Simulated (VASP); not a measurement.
A run of VASP 6.6.1 is set up as follows.

File INCAR:

```
SYSTEM = BAu
PREC = Accurate ; ENCUT = 500
EDIFF = 1E-6 ; ISMEAR = -1
SIGMA = 0.0186 ; LREAL = .False.
LASPH = .True. ; NELM = 120
ALGO = Normal ; ISIF = 2
LWAVE = .False. ; LCHARG = .False.
GGA = PE ; NBANDS = 14
GGA_COMPAT = .False.
```

The input KPOINTS:

```
regular mesh
0
Gamma
  13 13 13
  0 0 0
```

POSCAR

```
BAu
1.0
    0.0000000000      2.2921250000      2.2921250000
    2.2921250000      0.0000000000      2.2921250000
    2.2921250000      2.2921250000      0.0000000000
Au B
1 1
Direct
    0.0000000000      0.0000000000      0.0000000000
    0.5000000000      0.5000000000      0.5000000000
```

Potentials or basis: VASP PAW PBE potentials, release 64 (Au, B).

Launch:

```sh
$ cat potpaw_PBE.64/Au/POTCAR potpaw_PBE.64/B/POTCAR > POTCAR
$ mpirun -np 1 vasp_std > vasp.out
```

**Question.** Estimate the band gap on the k mesh.

**Answer.** Zero (bands 7 and 8 overlap by 2.94 eV).

**Question.** What does it give for the pressure?

**Answer.** 13.7 GPa.

Caveat: the cell stands under pressure; spin-orbit coupling is left out, which moves the levels of the heavy elements.
